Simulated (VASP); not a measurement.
A run of VASP 6.6.1 is set up as follows.

File INCAR:

```
SYSTEM = TiB2N3
ALGO = Normal
EDIFF = 1E-6
EDIFFG = -0.04
ENCUT = 600
GGA = PE
IBRION = 2
ISIF = 3
ISMEAR = 0
ISPIN = 2
LASPH = .True.
LCHARG = .False.
LMAXMIX = 4
LORBIT = 11
LREAL = .False.
LWAVE = .False.
MAGMOM = -0.64 0 0 0 0 0
NELM = 150
NSW = 90
PREC = Accurate
SIGMA = 0.1
```

Contents of KPOINTS:

```
k-points
0
Gamma
  6 6 4
  0 0 0
```

POSCAR

```
TiB2N3
1.0
    3.1118172766      0.0000000000      0.0000000000
    0.0000000000      3.1118172766      0.0000000000
    0.0000000000      0.0000000000      6.6827951159
Ti B N
1 2 3
Direct
    0.5000000000      0.5000000000      0.5000000000
    0.5000000000      0.5000000000      0.0000000000
    0.0000000000      0.0000000000      0.0000000000
    0.0000000000      0.0000000000      0.5000000000
    0.5000000000      0.0000000000      0.0000000000
    0.0000000000      0.5000000000      0.0000000000
```

Potentials or basis: VASP PAW PBE potentials, release 64 (Ti_sv, B, N).

Command:

```sh
$ cat potpaw_PBE.64/Ti_sv/POTCAR potpaw_PBE.64/B/POTCAR potpaw_PBE.64/N/POTCAR > POTCAR
$ mpirun -np 1 vasp_std > vasp.out
```

(1) What does it give for the net moment?

(2) Predict the site moments.

Results:

(1) 0.10 μB per cell.

(2) Ti +0.11; B -0.01, -0.00; N -0.01, +0.00 (each value once) μB.
